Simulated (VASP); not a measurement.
Input of a VASP 6.6.1 run:

INCAR

```
SYSTEM = Na2S
  PREC = Accurate
  ENCUT = 500
  EDIFF = 1E-6
  ISMEAR = 0
  SIGMA = 0.01
  LREAL = .FALSE.
  LASPH = .TRUE.
  NELM = 120
  ALGO = Normal
  ISIF = 2
  LWAVE = .FALSE.
  LCHARG = .FALSE.
  GGA = PE
  NBANDS = 17
  GGA_COMPAT = .FALSE.
```

The input KPOINTS:

```
regular mesh
0
G
  4 4 4
  0 0 0
```

Contents of POSCAR:

```
Na2S
1.0
    0.0000000000      3.2554324593      3.2554324593
    3.2554324593      0.0000000000      3.2554324593
    3.2554324593      3.2554324593      0.0000000000
S Na
1 2
Direct
    0.0000000000      0.0000000000      0.0000000000
    0.2500000000      0.2500000000      0.2500000000
    0.7500000000      0.7500000000      0.7500000000
```

Potentials or basis: VASP PAW PBE potentials, release 64 (S, Na_pv).

Command:

```console
$ cat potpaw_PBE.64/S/POTCAR potpaw_PBE.64/Na_pv/POTCAR > POTCAR
$ mpirun -np 1 vasp_std > vasp.out
```

Problem. Predict the band gap on the k mesh.

Solution. 2.53 eV, direct.

Problem. Predict the pressure.

Solution. 0.9 GPa.

PBE gaps usually lie below the measured ones, often by a third to a half.
